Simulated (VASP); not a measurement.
Re, 2 atoms in the cell. It takes space group P6_3/mmc (No. 194, hexagonal). Conventional cell: a = 2.761 Å, b = 2.761 Å, c = 4.458 Å, α = 90.00°, β = 90.00°, γ = 120.00°. Re (site symmetry -6m2) has 12 Re at 2.74 to 2.76 Å within 3.6 Å. 

```yaml
Program: VASP 6.6.1
Task: single point
Functional: PBE
Potentials_or_basis: VASP PAW PBE potentials, release 64 (Re)
Cutoff: 520 eV
k_mesh: 11 × 11 × 6
Occupations: gaussian, width 0.019 eV
Spin: no spin polarisation
Dipole_correction: no
Further_INCAR_settings: ALGO = Normal; EDIFF = 1e-06; NBANDS = 14
```

Potentials or basis: VASP PAW PBE potentials, release 64 (Re).

Launch:

```console
$ cat potpaw_PBE.64/Re/POTCAR > POTCAR
$ mpirun -np 1 vasp_std > vasp.out
```

Hardware: 1 thread of Intel Xeon 8259CL (shared host).

Q: Estimate the wall time of this run.

A: It took 27 s on 1 thread of Intel Xeon 8259CL (shared host), peak memory 0.17 GiB. Counts: scf iterations 11, k points 64.
